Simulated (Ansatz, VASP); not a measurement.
## MgO in VASP and in Ansatz

```
CELL_PARAMETERS angstrom
4.16071 0.00000 0.00000
0.00000 -4.16071 0.00000
0.00000 0.00000 -4.16071
ATOMIC_POSITIONS crystal
Mg 0.94698 0.05302 0.04999
Mg 0.50000 0.50000 0.00000
Mg 0.50000 0.00000 0.50000
Mg 0.00000 0.50000 0.50000
O 0.50000 0.00000 0.00000
O 0.00000 0.50000 0.00000
O 0.00000 0.00000 0.50000
O 0.50000 0.50000 0.50000
```

Alike in both runs: task single point; functional LDA; k mesh 6 × 6 × 6; occupations gaussian, width 0.05 eV; no spin polarisation.

```csv
,VASP,Ansatz
version,VASP 6.6.1,Ansatz 0.2.0
potentials or method,"VASP PAW LDA potentials, release 64 (Mg, O), cutoff 520 eV","scalar-relativistic, plane waves, PAW"
valence electrons in the cell,32,64
```

|  | VASP | Ansatz | Ansatz less VASP |
| --- | --- | --- | --- |
| gap on the k mesh at the Fermi level (eV) | 4.98 | 4.98 | +0.003 |
| least direct gap on the mesh (eV) | 4.98 | 4.98 | +0.003 |
| pressure (GPa) | 2.7 | 4.3 | +1.66 |
| traceless stress, the component that is largest in VASP (GPa) | -0.42 | -0.38 | +0.042 |
| rms of the force components (eV/Å) | 0.962 | 0.936 | -0.0257 |

Ansatz warns that its potentials were made for another functional, while VASP's fit it. LDA's correlation is that of Perdew and Zunger in VASP and of Perdew and Wang (1992) in Ansatz. Atom by atom the forces differ by 0.027 eV/Å (rms over components). VASP's potentials hold 32 valence electrons a cell and Ansatz's 64, so a difference there can come from the potentials and not from the codes.
